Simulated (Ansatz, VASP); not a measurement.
# One calculation of HgS2, two programs

INCAR

```
PREC = Accurate ; ENCUT = 520
EDIFF = 1E-7 ; ISMEAR = 0
SIGMA = 0.1 ; LREAL = False
LASPH = True ; NELM = 60
ALGO = Normal ; ISIF = 2
LWAVE = False ; LCHARG = False
GGA = PE ; NBANDS = 19
```

File KPOINTS:

```
Automatic mesh
0
Gamma
  6 6 6
```

Contents of POSCAR:

```
HgS2
1.0
   -1.8759236720      1.8759236720      4.6018752578
    1.8759236720     -1.8759236720      4.6018752578
    1.8759236720      1.8759236720     -4.6018752578
Hg S
1 2
Direct
    0.0000000000      0.0000000000      0.0000000000
    0.6650000000      0.6650000000      0.0000000000
    0.3350000000      0.3350000000      0.0000000000
```

Input for Ansatz:

```yaml
crystal:
  lattice:
    - [-1.875923672, 1.875923672, 4.6018752578]
    - [1.875923672, -1.875923672, 4.6018752578]
    - [1.875923672, 1.875923672, -4.6018752578]
  atoms:
    - { symbol: Hg, position: [0.0, 0.0, 0.0] }
    - { symbol: S, position: [0.665, 0.665, 0.0] }
    - { symbol: S, position: [0.335, 0.335, 0.0] }
basis:
  ecutwfc: 420
kpoints:
  mp_grid: { grid: [6, 6, 6] }
hamiltonian:
  xc: pbe
scf:
  occupations: { method: gaussian, width: 0.1 }
  lower_state_search: "off"
output:
  forces: true
  stress: true
  eigenvalues: true
```

Alike in both runs: task single point; functional PBE; k mesh 6 × 6 × 6; occupations gaussian, width 0.1 eV; no spin polarisation.

|  | VASP | Ansatz |
| --- | --- | --- |
| version | VASP 6.6.1 | Ansatz 0.2.0 |
| potentials or method | VASP PAW PBE potentials, release 64 (Hg, S), cutoff 520 eV | scalar-relativistic, plane waves, PAW |
| valence electrons in the cell | 24 | 32 |

```tsv
	VASP	Ansatz	Ansatz less VASP
gap on the k mesh at the Fermi level (eV)	none	none	-
pressure (GPa)	-5.3	-5.4	-0.11
traceless stress, the component that is largest in VASP (GPa)	-3.81	-3.82	-0.008
rms of the force components (eV/Å)	0.298	0.301	+0.0028
```

Atom by atom the forces differ by 0.003 eV/Å (rms over components). A gap of «none» marks a metal or a gap that the smearing closes. The functional is the same, so the differences come from potentials, cutoffs and numerics. VASP's potentials hold 24 valence electrons a cell and Ansatz's 32, so a difference there can come from the potentials and not from the codes.

The k mesh is coarse, so the values compare programs but aren't converged. Neither program's run includes spin-orbit coupling.
